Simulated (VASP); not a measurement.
Input of a VASP 6.6.1 run:

Contents of INCAR:

```
SYSTEM = HfC
PREC = Accurate
ENCUT = 520
EDIFF = 1E-6
ISMEAR = -1
SIGMA = 0.05
LREAL = .False.
LASPH = .True.
NELM = 80
ALGO = Normal
ISIF = 2
LWAVE = .False.
LCHARG = .False.
GGA = CA
NBANDS = 22
```

KPOINTS

```
regular mesh
0
Gamma
  9 9 5
  0 0 0
```

Contents of POSCAR:

```
HfC
1.0
    3.3428660531      0.0000000000      0.0000000000
   -1.6714330265      2.8950069234      0.0000000000
    0.0000000000      0.0000000000      5.2027140000
Hf C
2 2
Direct
    0.3333333333      0.6666666667      0.2500000000
    0.6666666667      0.3333333333      0.7500000000
    0.0000000000      0.0000000000      0.5000000000
    0.0000000000      0.0000000000      0.0000000000
```

Potentials or basis: VASP PAW LDA potentials, release 64 (Hf_pv, C).

The run is started by

```sh
$ cat potpaw_LDA.64/Hf_pv/POTCAR potpaw_LDA.64/C/POTCAR > POTCAR
$ mpirun -np 1 vasp_std > vasp.out
```

(1) Estimate the band gap on the k mesh.

(2) Predict the pressure.

## Answers

(1) zero (band 14 reaches 7.27 eV, above the bottom of band 15 at 6.21 eV).

(2) -12.4 GPa.

Caveat: spin-orbit coupling is left out, which moves the levels of the heavy elements.
